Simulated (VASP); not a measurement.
# TePt (P6_3/mmc) in VASP: further runs

Runs on TePt. Level: PBEsol. Tasks: single point.

All numbers are computed with VASP 6.6.1; they aren't measurements. Logs are shortened: lines on timing, memory, paths and dates and some standing lists are left out, and cuts for length are marked.

### Step 1. The cell of the first run

It takes space group P6_3/mmc (No. 194, hexagonal). Conventional cell: a = 4.111 Å, b = 4.111 Å, c = 5.010 Å, α = 90.00°, β = 90.00°, γ = 120.00°. Within 3.5 Å of Te (site symmetry -6m2) lie 6 Pt at 2.68 Å and 6 Te at 3.45 Å. Within 3.3 Å of Pt (site symmetry -3m) lie 2 Pt at 2.51 Å and 6 Te at 2.68 Å.

### Step 2. Single point, PBEsol (strain +0.000 along x and y, -0.080 along z)

Input file INCAR:

```
PREC     = Accurate       # precision mode
ENCUT    = 520            # plane-wave cutoff, eV
EDIFF    = 1E-6           # SCF threshold, eV
ISMEAR   = 0              # smearing method
SIGMA    = 0.15           # smearing width, eV
LREAL    = F              # projectors in reciprocal space
LASPH    = T              # aspherical terms in the spheres
NELM     = 80             # most SCF steps
ALGO     = Normal         # electronic algorithm
ISIF     = 2              # what is computed and relaxed
LWAVE    = F              # write WAVECAR
LCHARG   = F              # write CHGCAR
GGA      = PS             # functional
NBANDS   = 24             # bands
```

Input file KPOINTS:

```
regular mesh
0
Gamma
  12 12 10
```

Input file POSCAR:

```
TePt
1.0
    4.1109998117      0.0000000000      0.0000000000
   -2.0554999058      3.5602302719      0.0000000000
    0.0000000000      0.0000000000      5.0103200000
Te Pt
2 2
Direct
    0.3333333333      0.6666666667      0.2500000000
    0.6666666667      0.3333333333      0.7500000000
    0.0000000000      0.0000000000      0.0000000000
    0.0000000000      0.0000000000      0.5000000000
```

Potentials or basis: VASP PAW PBE potentials, release 64 (Te, Pt).

Launch:

```
> cat potpaw_PBE.64/Te/POTCAR potpaw_PBE.64/Pt/POTCAR > POTCAR
> mpirun -np 1 vasp_std > vasp.out
```

OUTCAR:

```text
PREC = Accurate
   ENCUT = 520
   EDIFF = 1E-6
   ISMEAR = 0
   LREAL = F
   LASPH = T
   NELM = 80
   ISIF = 2
   GGA = PS

 ion  position               nearest neighbor table
   1  0.333  0.667  0.250-   3 2.68   4 2.68   3 2.68   4 2.68   3 2.68   4 2.68   2 3.45   2 3.45
                             2 3.45   2 3.45   2 3.45   2 3.45
   2  0.667  0.333  0.750-   3 2.68   4 2.68   3 2.68   4 2.68   3 2.68   4 2.68   1 3.45   1 3.45
                             1 3.45   1 3.45   1 3.45   1 3.45
   3  0.000  0.000  0.000-   4 2.51   4 2.51   1 2.68   2 2.68   1 2.68   2 2.68   2 2.68   1 2.68

   4  0.000  0.000  0.500-   3 2.51   3 2.51   1 2.68   2 2.68   1 2.68   2 2.68   2 2.68   1 2.68

  LATTYP: Found a hexagonal cell.
 ALAT       =     4.1109998117
 C/A-ratio  =     1.2187594818

  Lattice vectors:

 A1 = (   4.1109998117,   0.0000000000,   0.0000000000)
 A2 = (  -2.0554999058,   3.5602302719,   0.0000000000)
 A3 = (   0.0000000000,   0.0000000000,   5.0103200000)

Analysis of symmetry for initial positions (statically):
=====================================================================
 Subroutine PRICEL returns:
 Original cell was already a primitive cell.

 Routine SETGRP: Setting up the symmetry group for a
 hexagonal supercell.

 Subroutine GETGRP returns: Found 24 space group operations
 (whereof 12 operations were pure point group operations)
 out of a pool of 24 trial point group operations.

The static configuration has the point symmetry D_3d.
 The point group associated with its full space group is D_6h.

Analysis of symmetry for dynamics (positions and initial velocities):
=====================================================================
 Subroutine PRICEL returns:
 Original cell was already a primitive cell.

 Routine SETGRP: Setting up the symmetry group for a
 hexagonal supercell.

 Subroutine GETGRP returns: Found 24 space group operations
 (whereof 12 operations were pure point group operations)
 out of a pool of 24 trial point group operations.

The dynamic configuration has the point symmetry D_3d.
 The point group associated with its full space group is D_6h.

 Subroutine INISYM returns: Found 24 space group operations
 (whereof 12 operations are pure point group operations),
 and found     1 'primitive' translations

----------------------------------------------------------------------------------------

                                     Primitive cell

  volume of cell :      73.3316

  direct lattice vectors                    reciprocal lattice vectors
     4.110999812  0.000000000  0.000000000     0.243249829  0.140440354  0.000000000
    -2.055499906  3.560230272  0.000000000     0.000000000  0.280880708  0.000000000
     0.000000000  0.000000000  5.010320000     0.000000000  0.000000000  0.199588050

  length of vectors
     4.110999812  4.110999812  5.010320000     0.280880708  0.280880708  0.199588050

  position of ions in fractional coordinates (direct lattice)
     0.333333333  0.666666667  0.250000000
     0.666666667  0.333333333  0.750000000
     0.000000000  0.000000000  0.000000000
     0.000000000  0.000000000  0.500000000

  ion indices of the primitive-cell ions
   primitive index   ion index
                 1           1
                 2           2
                 3           3
                 4           4

----------------------------------------------------------------------------------------

 KPOINTS: regular mesh

Automatic generation of k-mesh.
 Grid dimensions read from file:
 generate k-points for:   12   12   10

 Generating k-lattice:

  Cartesian coordinates                     Fractional coordinates (reciprocal lattice)
     0.020270819  0.011703363  0.000000000     0.083333333 -0.000000000  0.000000000
     0.000000000  0.023406726  0.000000000     0.000000000  0.083333333  0.000000000
     0.000000000  0.000000000  0.019958805     0.000000000  0.000000000  0.100000000

  Length of vectors
     0.023406726  0.023406726  0.019958805

  Shift w.r.t. Gamma in fractional coordinates (k-lattice)
     0.000000000  0.000000000  0.000000000

 Subroutine IBZKPT returns following result:
 ===========================================

 Found    114 irreducible k-points:

 Following reciprocal coordinates:
            Coordinates               Weight
  0.000000  0.000000  0.000000      1.000000
  0.083333  0.000000  0.000000      6.000000
  0.166667  0.000000  0.000000      6.000000
  0.250000  0.000000  0.000000      6.000000
  0.333333  0.000000  0.000000      6.000000
  0.416667  0.000000  0.000000      6.000000
[... 16 lines left out ...]
  0.250000  0.000000  0.100000     12.000000
  0.333333  0.000000  0.100000     12.000000
 [... further k-points ...]
   k-points           NKPTS =    114   k-points in BZ     NKDIM =    114   number of bands    NBANDS=     24
   number of dos      NEDOS =    301   number of ions     NIONS =      4
   total plane-waves  NPLWV =  40960
   dimension x,y,z NGX =    32 NGY =   32 NGZ =   40
   dimension x,y,z NGXF=    64 NGYF=   64 NGZF=   80
   ions per type =               2   2
   NGX,Y,Z   is equivalent  to a cutoff of  12.94, 12.94, 13.27 a.u.
   NGXF,Y,Z  is equivalent  to a cutoff of  25.88, 25.88, 26.54 a.u.
 SYSTEM =  unknown system
   PREC   = accura    normal or accurate (medium, high low for compatibility)
   ISTART =      0    job   : 0-new  1-cont  2-samecut
   ICHARG =      2    charge: 1-file 2-atom 10-const
   ISPIN  =      1    spin polarized calculation?
   LNONCOLLINEAR =      F non collinear calculations
   LSORBIT =      F    spin-orbit coupling
   LASPH  =      T    aspherical Exc in radial PAW
   ENCUT  =  520.0 eV  38.22 Ry    6.18 a.u.   7.64  7.64  9.32*2*pi/ulx,y,z
   NELM   =     80;   NELMIN=  2; NELMDL= -5     # of ELM steps
   EDIFF  = 0.1E-05   stopping-criterion for ELM
   LREAL  =      F    real-space projection
   EDIFFG = 0.1E-04   stopping-criterion for IOM
   NSW    =      0    number of steps for IOM
   IBRION =     -1    ionic relax: 0-MD 1-quasi-New 2-CG
   NFREE  =      0    steps in history (QN), initial steepest desc. (CG)
   ISIF   =      2    stress and relaxation
   ISYM   =      2    0-nonsym 1-usesym 2-fastsym
   POTIM  = 0.5000    time-step for ionic-motion
   TEBEG  =    0.0;   TEEND  =   0.0 temperature during run
   PSTRESS=    0.0 pullay stress
   NELECT =      32.0000    total number of electrons
   NUPDOWN=      -1.0000    fix difference up-down
   EMIN   =  10.00;   EMAX   =-10.00  energy-range for DOS
   EFERMI =   0.00;   METHOD = LEGACY
   ISMEAR =     0;   SIGMA  =   0.15  broadening in eV -4-tet -1-fermi 0-gaus
   EFERMI_NEDOS =   21; number of points for ismear=-14 and -15
   IALGO  =     38    algorithm
   IMIX   =      4    mixing-type and parameters
     AMIX     =   0.40;   BMIX     =  1.00
     AMIX_MAG =   1.60;   BMIX_MAG =  1.00
  volume/ion in A,a.u.               =      18.33       123.72
  Fermi-wavevector in a.u.,A,eV,Ry     =   1.241732  2.346533 20.978796  1.541898
  Thomas-Fermi vector in A             =   2.376117
   LORBIT       =      0    0 simple, 1 ext, 2 COOP (PROOUT), +10 PAW based schemes
   GGA     = PS    functional components
   LHFCALC =     F    Hartree Fock is set to
   AEXX    =    0.0000 exact exchange contribution
   IVDW    =     0    specifies the selected vdW correction
   LEPSILON=     F    determine dielectric tensor
   LRPA    =     F    only Hartree local field effects (RPA)
 non-spin polarized calculation
 Gauss-broadening in eV      SIGMA  =   0.15
  energy-cutoff  :      520.00
  volume of cell :       73.33
 maximum number of plane-waves:      2010
 NGX is ok and might be reduce to    32
   NGX = 15   NGY = 15   NGZ = 19

 number of electron      32.0000000 magnetization

 Free energy of the ion-electron system (eV)
  ---------------------------------------------------
  ext. energy  EPLUGINS =         0.00000000
  ---------------------------------------------------
  free energy    TOTEN  =       -20.57601683 eV

  energy without entropy =      -20.55295352  energy(sigma->0) =      -20.56448518

 E-fermi :  12.2438     XC(G=0): -12.1571

 val. band max:       12.2359089722   @ k =   0.2500   0.0000   0.4000
 cond. band min:      12.2557373366   @ k =   0.2500   0.0833   0.3000
 fundamental gap:      0.0198283644
 Fermi energy:        12.2438400784

 k-point     1 :       0.0000    0.0000    0.0000
  band No.  band energies     occupation
      1      -3.3785      2.00000
      2       0.7139      2.00000
      3       3.8516      2.00000
      4       4.4922      2.00000
      5       4.4922      2.00000
      6       4.7386      2.00000
[... 16 lines left out ...]
     23      19.7600      0.00000
     24      19.7600      0.00000

 k-point     2 :       0.0833    0.0000    0.0000
  band No.  band energies     occupation
      1      -3.2963      2.00000
      2       0.6014      2.00000
      3       3.9550      2.00000
      4       4.5234      2.00000
      5       4.6792      2.00000
      6       4.7115      2.00000
[... 16 lines left out ...]
     23      19.0520      0.00000
     24      19.3200      0.00000

 k-point     3 :       0.1667    0.0000    0.0000
  band No.  band energies     occupation
      1      -3.0543      2.00000
      2       0.3262      2.00000
      3       4.2595      2.00000
      4       4.6006      2.00000
      5       4.6050      2.00000
      6       5.1669      2.00000
[... 16 lines left out ...]
     23      18.1795      0.00000
     24      18.4959      0.00000
[... 514 lines left out ...]
 k-point    23 :       0.2500    0.0000    0.1000
  band No.  band energies     occupation
      1      -2.6168      2.00000
      2      -0.0905      2.00000
      3       4.3658      2.00000
      4       4.5929      2.00000
      5       4.7529      2.00000
      6       5.6734      2.00000
[... 16 lines left out ...]
     23      18.8664      0.00000
     24      19.1423      0.00000

 k-point    24 :       0.3333    0.0000    0.1000
  band No.  band energies     occupation
      1      -2.1283      2.00000
      2      -0.3844      2.00000
      3       3.7872      2.00000
      4       4.8186      2.00000
      5       5.0384      2.00000
      6       5.4424      2.00000
[... 16 lines left out ...]
     23      18.8560      0.00000
     24      19.8389      0.00000

 [... further k-points ...]

------------------------ aborting loop because EDIFF is reached ----------------------------------------

  FORCE on cell =-STRESS in cart. coord.  units (eV):
  Direction    XX          YY          ZZ          XY          YZ          ZX
  --------------------------------------------------------------------------------------
  -------------------------------------------------------------------------------------
  Total       12.0413269     12.0413269     21.8129823      0.0000000      0.0000000      0.0000000
  in kB      263.0836872    263.0836872    476.5786915      0.0000000      0.0000000      0.0000000
  external PRESSURE =     334.2486887 kB  Pullay stress =       0.0000000 kB

 VOLUME and BASIS-vectors are now :
 -----------------------------------------------------------------------------
  energy-cutoff  :      520.00
  volume of cell :       73.33
      direct lattice vectors                 reciprocal lattice vectors
     4.110999812  0.000000000  0.000000000     0.243249829  0.140440354  0.000000000
    -2.055499906  3.560230272  0.000000000     0.000000000  0.280880708  0.000000000
     0.000000000  0.000000000  5.010320000     0.000000000  0.000000000  0.199588050

 POSITION                                       TOTAL-FORCE (eV/Angst)
 -----------------------------------------------------------------------------------
     -0.00000      2.37349      1.25258        -0.000000     -0.000000      0.000000
      2.05550      1.18674      3.75774        -0.000000      0.000000      0.000000
      0.00000      0.00000      0.00000         0.000000      0.000000      0.000000
      0.00000      0.00000      2.50516         0.000000      0.000000      0.000000
 -----------------------------------------------------------------------------------
    total drift:                               -0.000000      0.000000      0.000000

  FREE ENERGIE OF THE ION-ELECTRON SYSTEM (eV)
  ---------------------------------------------------
  free  energy   TOTEN  =       -20.5760168315 eV

  energy  without entropy=      -20.5529535212  energy(sigma->0) =      -20.56448518
```

Wall time 95 s (1 thread of Intel Xeon Platinum 8488C (Sapphire Rapids), shared host); peak memory 0.32 GiB.

Results:

| Item | Value |
| --- | --- |
| Free energy | -20.5760 eV |
| Pressure | 33.4 GPa |
| Band gap on the k mesh | zero (bands 16 and 17 overlap by 1.78 eV) |

Levels at points of the mesh, in eV from the Fermi level:
| k point | band 12 | band 13 | band 14 | band 15 | band 16 | band 17 | band 18 | band 19 | band 20 | band 21 |
| --- | --- | --- | --- | --- | --- | --- | --- | --- | --- | --- |
| (0.00, 0.00, 0.00) | -2.18 | -1.87 | -1.87 | 0.48 | 0.83 | 1.56 | 2.37 | 2.37 | 2.43 | 4.15 |
| (0.50, 0.00, 0.00) | -3.56 | -3.19 | -2.03 | -1.86 | -1.83 | 2.02 | 3.03 | 3.47 | 3.64 | 4.17 |
| (0.00, 0.00, 0.50) | -4.42 | -2.88 | -2.88 | 1.16 | 1.16 | 1.16 | 1.16 | 4.51 | 4.51 | 5.22 |
| (0.50, 0.00, 0.50) | -3.88 | -3.79 | -3.79 | -0.80 | -0.80 | 0.55 | 0.55 | 3.29 | 3.29 | 7.48 |

Caveat: the cell differs from its parent crystal (strain +0.000 along x and y, -0.080 along z); the cell stands under pressure; the PAW data sets were made with another functional, which shifts forces and pressure a little; spin-orbit coupling is left out, which moves the levels of the heavy elements.

### Step 3. Single point, PBEsol (strain -0.040 along x and y, +0.000 along z)

Input file INCAR:

```
SYSTEM = TePt
ALGO     = Normal         ! electronic algorithm
EDIFF    = 1E-6           ! SCF threshold, eV
ENCUT    = 520            ! plane-wave cutoff, eV
GGA      = PS             ! functional
ISIF     = 2              ! what is computed and relaxed
ISMEAR   = 0              ! smearing method
LASPH    = .True.         ! aspherical terms in the spheres
LCHARG   = .False.        ! write CHGCAR
LREAL    = .False.        ! projectors in reciprocal space
LWAVE    = .False.        ! write WAVECAR
NBANDS   = 24             ! bands
NELM     = 60             ! most SCF steps
PREC     = Accurate       ! precision mode
SIGMA    = 0.15           ! smearing width, eV
```

Input file KPOINTS:

```
k-points
0
Gamma
  12 12 10
  0 0 0
```

Input file POSCAR:

```
TePt
1.0
    3.9465598192      0.0000000000      0.0000000000
   -1.9732799096      3.4178210610      0.0000000000
    0.0000000000      0.0000000000      5.4460000000
Te Pt
2 2
Direct
    0.3333333333      0.6666666667      0.2500000000
    0.6666666667      0.3333333333      0.7500000000
    0.0000000000      0.0000000000      0.0000000000
    0.0000000000      0.0000000000      0.5000000000
```

Potentials or basis: VASP PAW PBE potentials, release 64 (Te, Pt).

Launch:

```
> cat potpaw_PBE.64/Te/POTCAR potpaw_PBE.64/Pt/POTCAR > POTCAR
> mpirun -np 1 vasp_std > vasp.out
```

Wall time 2.2 min (1 thread of Intel Xeon Platinum 8488C (Sapphire Rapids), shared host); peak memory 0.31 GiB.

It converged, with:

| Item | Value |
| --- | --- |
| Free energy | -20.8210 eV |
| Pressure | 30.5 GPa |
| Band gap on the k mesh | zero (bands 16 and 17 overlap by 1.61 eV) |

Stress tensor (GPa, compression positive):
```
32.27  0.00  0.00
 0.00 32.27  0.00
 0.00  0.00 27.07
```

Levels at points of the mesh, in eV from the Fermi level:
```csv
k point,band 12,band 13,band 14,band 15,band 16,band 17,band 18,band 19,band 20,band 21
"(0.00, 0.00, 0.00)",-2.78,-1.89,-1.89,0.06,0.28,1.36,2.85,2.85,3.00,4.35
"(0.50, 0.00, 0.00)",-3.75,-3.34,-3.01,-2.74,-1.35,1.31,3.14,3.17,3.89,4.15
"(0.00, 0.00, 0.50)",-4.41,-2.85,-2.85,1.17,1.17,1.17,1.17,4.29,4.29,5.77
"(0.50, 0.00, 0.50)",-3.80,-3.75,-3.75,-0.69,-0.69,0.83,0.83,2.42,2.42,6.66
```

Caveat: the cell differs from its parent crystal (strain -0.040 along x and y, +0.000 along z); the cell stands under pressure; the PAW data sets were made with another functional, which shifts forces and pressure a little; spin-orbit coupling is left out, which moves the levels of the heavy elements.
